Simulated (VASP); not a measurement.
# TiO2 (P4_2/mnm) in VASP: a series of runs, part 2 of 2

VASP 6.6.1. The steps go on from the part before.

### Step 3. Single point, RPBE+D4 (volume scaled by 1.04)

INCAR

```
SYSTEM = TiO2
  PREC = Accurate
  ENCUT = 600
  EDIFF = 1E-6
  ISMEAR = 0
  SIGMA = 0.05
  LREAL = .False.
  LASPH = .True.
  NELM = 120
  ALGO = Normal
  ISIF = 2
  LWAVE = .False.
  LCHARG = .False.
  GGA = RP
  IVDW = 13
  NBANDS = 33
  GGA_COMPAT = .False.
```

KPOINTS

```
Automatic mesh
0
Gamma
  6 6 8
  0 0 0
```

POSCAR

```
TiO2
1.0
    4.6701576143      0.0000000000      0.0000000000
    0.0000000000      4.6701576143      0.0000000000
    0.0000000000      0.0000000000      2.9767721183
Ti O
2 4
Direct
    0.0000000000      0.0000000000      0.0000000000
    0.5000000000      0.5000000000      0.5000000000
    0.3057673478      0.3057673478      0.0000000000
    0.8057673478      0.1942326522      0.5000000000
    0.1942326522      0.8057673478      0.5000000000
    0.6942326522      0.6942326522      0.0000000000
```

Potentials or basis: VASP PAW PBE potentials, release 64 (Ti_sv, O).

Command:

```bash
cat potpaw_PBE.64/Ti_sv/POTCAR potpaw_PBE.64/O/POTCAR > POTCAR
mpirun -np 1 vasp_std > vasp.out
```

OUTCAR:

```text
SYSTEM = TiO2
   PREC = Accurate
   ENCUT = 600
   EDIFF = 1E-6
   ISMEAR = 0
   LREAL = .False.
   LASPH = .True.
   NELM = 120
   ISIF = 2
   GGA = RP
   IVDW = 13

 ion  position               nearest neighbor table
   1  0.000  0.000  0.000-   4 1.96   5 1.96   4 1.96   5 1.96   3 2.02   6 2.02
   2  0.500  0.500  0.500-   3 1.96   6 1.96   3 1.96   6 1.96   5 2.02   4 2.02
   3  0.306  0.306  0.000-   2 1.96   2 1.96   1 2.02
   4  0.806  0.194  0.500-   1 1.96   1 1.96   2 2.02
   5  0.194  0.806  0.500-   1 1.96   1 1.96   2 2.02
   6  0.694  0.694  0.000-   2 1.96   2 1.96   1 2.02

  LATTYP: Found a simple tetragonal cell.
 ALAT       =     4.6701576143
 C/A-ratio  =     0.6374029239

  Lattice vectors:

 A1 = (   4.6701576143,   0.0000000000,   0.0000000000)
 A2 = (   0.0000000000,   4.6701576143,   0.0000000000)
 A3 = (   0.0000000000,   0.0000000000,   2.9767721183)

Analysis of symmetry for initial positions (statically):
=====================================================================
 Subroutine PRICEL returns:
 Original cell was already a primitive cell.

[... 183 lines left out ...]
 cond. band min:       6.4042640621   @ k =   0.0000   0.0000   0.0000
 fundamental gap:      1.8590142564
 Fermi energy:         4.7652596217

 k-point     1 :       0.0000    0.0000    0.0000
  band No.  band energies     occupation
      1     -52.5959      2.00000
      2     -52.5827      2.00000
      3     -28.7979      2.00000
      4     -28.7979      2.00000
      5     -28.6579      2.00000
      6     -28.6579      2.00000
[... 853 lines left out ...]
     32       9.4413      0.00000
     33      10.8905      0.00000

 [... further k-points ...]

------------------------ aborting loop because EDIFF is reached ----------------------------------------

  DFT-D4 for vdW energy calculation

  Edisp (eV):   -2.56036

  FORCE on cell =-STRESS in cart. coord.  units (eV):
  Direction    XX          YY          ZZ          XY          YZ          ZX
  --------------------------------------------------------------------------------------
  -------------------------------------------------------------------------------------
  Total      -2.90150    -2.90150    -2.75550     0.00000     0.00000     0.00000
  in kB     -71.60182   -71.60182   -67.99892     0.00000     0.00000     0.00000
  external pressure =      -70.40 kB  Pullay stress =        0.00 kB

 VOLUME and BASIS-vectors are now :
 -----------------------------------------------------------------------------
  energy-cutoff  :      600.00
  volume of cell :       64.92
      direct lattice vectors                 reciprocal lattice vectors
     4.670157614  0.000000000  0.000000000     0.214125535  0.000000000  0.000000000
     0.000000000  4.670157614  0.000000000     0.000000000  0.214125535  0.000000000
     0.000000000  0.000000000  2.976772118     0.000000000  0.000000000  0.335934348

 POSITION                                       TOTAL-FORCE (eV/Angst)
 -----------------------------------------------------------------------------------
      0.00000      0.00000      0.00000        -0.000000      0.000000      0.000000
      2.33508      2.33508      1.48839        -0.000000      0.000000      0.000000
      1.42798      1.42798      0.00000        -0.016541     -0.016541      0.000000
      3.76306      0.90710      1.48839        -0.016541      0.016541     -0.000000
      0.90710      3.76306      1.48839         0.016541     -0.016541      0.000000
      3.24218      3.24218      0.00000         0.016541      0.016541     -0.000000
 -----------------------------------------------------------------------------------
    total drift:                               -0.000000      0.000000      0.000000

  FREE ENERGIE OF THE ION-ELECTRON SYSTEM (eV)
  ---------------------------------------------------
  free  energy   TOTEN  =       -53.7783948809 eV

  energy  without entropy=      -53.7783948809  energy(sigma->0) =      -53.77839488
```

OSZICAR:

```text
N       E                     dE             d eps       ncg     rms          rms(c)
DAV:   1     0.691737011520E+03    0.69174E+03   -0.26350E+04  3300   0.188E+03
DAV:   2     0.375568000419E+02   -0.65418E+03   -0.60644E+03  3568   0.540E+02
DAV:   3    -0.637539770571E+02   -0.10131E+03   -0.99062E+02  4527   0.198E+02
DAV:   4    -0.687329487047E+02   -0.49790E+01   -0.49675E+01  4825   0.424E+01
DAV:   5    -0.689330757615E+02   -0.20013E+00   -0.20009E+00  4419   0.676E+00    0.302E+01
DAV:   6    -0.516051972665E+02    0.17328E+02   -0.76842E+01  4315   0.871E+01    0.116E+01
DAV:   7    -0.515363533339E+02    0.68844E-01   -0.14265E+01  4130   0.342E+01    0.877E+00
DAV:   8    -0.514453123210E+02    0.91041E-01   -0.48944E-01  4092   0.487E+00    0.748E+00
DAV:   9    -0.515144833079E+02   -0.69171E-01   -0.21731E+00  4214   0.164E+01    0.494E+00
DAV:  10    -0.512213295873E+02    0.29315E+00   -0.11230E+00  4135   0.101E+01    0.666E-01
DAV:  11    -0.512188279420E+02    0.25016E-02   -0.46651E-02  3778   0.179E+00    0.420E-01
DAV:  12    -0.512192385961E+02   -0.41065E-03   -0.50947E-03  3776   0.798E-01    0.288E-01
DAV:  13    -0.512180357819E+02    0.12028E-02   -0.28418E-03  4553   0.455E-01    0.625E-02
DAV:  14    -0.512180709141E+02   -0.35132E-04   -0.20427E-04  3866   0.114E-01    0.549E-02
DAV:  15    -0.512180321023E+02    0.38812E-04   -0.14902E-04  4369   0.104E-01    0.309E-03
DAV:  16    -0.512180335663E+02   -0.14640E-05   -0.11017E-05  3513   0.281E-02    0.858E-03
DAV:  17    -0.512180334471E+02    0.11927E-06   -0.19967E-06  2762   0.165E-02
   1 F= -.53778395E+02 E0= -.53778395E+02  d E =-.382230E-12
```

stdout:

```text
POSCAR found type information on POSCAR TiO
 POSCAR found :  2 types and       6 ions
 scaLAPACK will be used
 -----------------------------------------------------------------------------
|                                                                             |
|                                                                             |
|     You enforced a specific xc type in the INCAR file but a different       |
|     I HOPE YOU KNOW WHAT YOU ARE DOING!                                     |
|                                                                             |
 -----------------------------------------------------------------------------

 LDA part: xc-table for (Slater+PW92), standard interpolation
 POSCAR, INCAR and KPOINTS ok, starting setup
 FFT: planning ... GRIDC
 FFT: planning ... GRID_SOFT
 FFT: planning ... GRID
 WAVECAR not read
 entering main loop
```

It took 99 s on 1 thread of Intel Xeon 6975P-C, shared host; peak memory 0.25 GiB.

Results:

- Free energy: -53.7784 eV
- Pressure: -7.0 GPa
- Largest force: 0.023 eV/Å
- Band gap on the k mesh: 1.86 eV, direct
- Dispersion energy per atom: -0.427 eV

Forces in eV/Å, atoms in the order of the input:
```
Ti   0.000  0.000  0.000
Ti   0.000  0.000  0.000
O   -0.017 -0.017  0.000
O   -0.017  0.017  0.000
O    0.017 -0.017  0.000
O    0.017  0.017  0.000
```

Levels at points of the mesh, in eV from the valence-band top:
```
           k point  band 21  band 22  band 23  band 24  band 25  band 26  band 27  band 28
(0.00, 0.00, 0.00)    -0.65    -0.41    -0.41     0.00     1.86     2.16     2.41     2.46
(0.50, 0.00, 0.00)    -1.50    -1.50    -0.69    -0.69     2.50     2.50     2.92     2.92
(0.50, 0.50, 0.00)    -1.21    -1.21    -1.00    -1.00     1.89     1.89     2.48     2.48
(0.00, 0.00, 0.50)    -2.11    -2.11    -1.37    -1.37     2.84     2.84     3.12     3.12
(0.50, 0.00, 0.50)    -1.93    -1.93    -0.94    -0.94     1.91     1.91     3.14     3.14
(0.50, 0.50, 0.50)    -1.15    -1.15    -0.66    -0.66     2.52     2.52     3.15     3.15
```

Caveat: the PAW data sets were made with another functional, which shifts forces and pressure a little.

### Step 4. Single point, PBE+D3(BJ) (volume scaled by 1.04)

INCAR

```
SYSTEM = TiO2
ALGO = Normal
EDIFF = 1E-6
ENCUT = 600
GGA = PE
GGA_COMPAT = .FALSE.
ISIF = 2
ISMEAR = 0
IVDW = 12
LASPH = .TRUE.
LCHARG = .FALSE.
LREAL = .FALSE.
LWAVE = .FALSE.
NBANDS = 33
NELM = 120
PREC = Accurate
SIGMA = 0.05
```

KPOINTS

```
k-points
0
G
  6 6 8
  0 0 0
```

POSCAR

```
TiO2
1.0
    4.6898552927      0.0000000000      0.0000000000
    0.0000000000      4.6898552927      0.0000000000
    0.0000000000      0.0000000000      2.9742609151
Ti O
2 4
Direct
    0.0000000000      0.0000000000      0.0000000000
    0.5000000000      0.5000000000      0.5000000000
    0.3061541226      0.3061541226      0.0000000000
    0.8061541226      0.1938458774      0.5000000000
    0.1938458774      0.8061541226      0.5000000000
    0.6938458774      0.6938458774      0.0000000000
```

Command:

```bash
cat potpaw_PBE.64/Ti_sv/POTCAR potpaw_PBE.64/O/POTCAR > POTCAR
mpirun -np 1 vasp_std > vasp.out
```

It took 98 s on 1 thread of Intel Xeon 6975P-C, shared host; peak memory 0.26 GiB.

It converged, with:

```
Free energy                : -55.0909 eV
Pressure                   : -7.6 GPa
Largest force              : 0.026 eV/Å
Band gap on the k mesh     : 1.83 eV, direct
Dispersion energy per atom : -0.237 eV
```

Forces in eV/Å, atoms in the order of the input:
```
Ti   0.000  0.000  0.000
Ti   0.000  0.000  0.000
O   -0.019 -0.019  0.000
O   -0.019  0.019  0.000
O    0.019 -0.019  0.000
O    0.019  0.019  0.000
```

Stress tensor (GPa, compression positive):
```
-7.78  0.00  0.00
 0.00 -7.78  0.00
 0.00  0.00 -7.35
```

Levels at points of the mesh, in eV from the valence-band top:
```
           k point  band 22  band 23  band 24  band 25  band 26  band 27
(0.00, 0.00, 0.00)    -0.40    -0.40     0.00     1.83     2.12     2.40
(0.50, 0.00, 0.00)    -1.46    -0.68    -0.68     2.46     2.46     2.89
(0.50, 0.50, 0.00)    -1.18    -0.98    -0.98     1.87     1.87     2.47
(0.00, 0.00, 0.50)    -2.08    -1.37    -1.37     2.81     2.81     3.12
(0.50, 0.00, 0.50)    -1.93    -0.92    -0.92     1.87     1.87     3.14
(0.50, 0.50, 0.50)    -1.12    -0.66    -0.66     2.49     2.49     3.12
```

Caveat: three body term missing.

### Step 5. The runs side by side

```csv
level,cell,gap on the mesh (eV),pressure (GPa),largest force (eV/Å)
PBEsol,"a = 4.666, b = 4.666, c = 2.959 Å, 6 atoms",1.84,-7.4,0.04
RPBE+D4,"a = 4.670, b = 4.670, c = 2.977 Å, 6 atoms",1.86,-7.0,0.02
PBE+D3(BJ),"a = 4.690, b = 4.690, c = 2.974 Å, 6 atoms",1.83,-7.6,0.03
```

Alike in all rows: task single point; potentials or basis VASP PAW PBE potentials, release 64 (Ti_sv, O); no spin polarisation; k mesh 6 × 6 × 8; cutoff (eV) 600; smearing gaussian 0.05 eV.

Caveats: the PAW data sets were made with another functional, which shifts forces and pressure a little (some runs); three body term missing (some runs).

Total energies depend on the potentials used, so only differences within one code and one set of settings carry meaning.
